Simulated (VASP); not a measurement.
Wanted: the native input for a VASP 6.6.1 run.

- Task: single point
- Functional: PBE
- Potentials or basis: VASP PAW PBE potentials, release 64 (Si, O)
- Cutoff: 520 eV
- k mesh: 6 × 6 × 9
- Occupations: fermi-dirac, width 0.03 eV
- Spin: no spin polarisation
- Dipole correction: no
- Further INCAR settings: ALGO = Normal; EDIFF = 1e-06; NBANDS = 25

The structure of SiO2 lies in POSCAR:

```
SiO2
1.0
    4.1801000000      0.0000000000      0.0000000000
    0.0000000000      4.1801000000      0.0000000000
    0.0000000000      0.0000000000      2.7478340000
Si O
2 4
Direct
    0.0000000000      0.0000000000      0.0000000000
    0.5000000000      0.5000000000      0.5000000000
    0.3067000000      0.3067000000      0.0000000000
    0.1933000000      0.8067000000      0.5000000000
    0.6933000000      0.6933000000      0.0000000000
    0.8067000000      0.1933000000      0.5000000000
```

This cell differs from its parent crystal: zz strain of +3 %.

These files were run (other wordings do the same):

INCAR

```
SYSTEM = SiO2
PREC     = Accurate       ! precision mode
ENCUT    = 520            ! plane-wave cutoff, eV
EDIFF    = 1E-6           ! SCF threshold, eV
ISMEAR   = -1             ! smearing method
SIGMA    = 0.03           ! smearing width, eV
LREAL    = .False.        ! projectors in reciprocal space
LASPH    = .True.         ! aspherical terms in the spheres
NELM     = 100            ! most SCF steps
ALGO     = Normal         ! electronic algorithm
ISIF     = 2              ! what is computed and relaxed
LWAVE    = .False.        ! write WAVECAR
LCHARG   = .False.        ! write CHGCAR
GGA      = PE             ! functional
NBANDS   = 25             ! bands
```

KPOINTS

```
regular mesh
0
Gamma
  6 6 9
  0 0 0
```

Potentials or basis: VASP PAW PBE potentials, release 64 (Si, O).

The run is started by

```bash
$ cat potpaw_PBE.64/Si/POTCAR potpaw_PBE.64/O/POTCAR > POTCAR
$ mpirun -np 1 vasp_std > vasp.out
```

It gave:

```yaml
Pressure: 0.2 GPa
Largest_force: 0.230 eV/Å
Band_gap_on_the_k_mesh: 4.97 eV, direct
```

Caveat: the cell differs from its parent crystal (zz strain of +3 %).

Run time: 25 s on 1 thread of Intel(R) Xeon(R) Platinum 8375C CPU @ 2.90GHz (Ice Lake), on a shared host, peak memory 0.18 GiB.
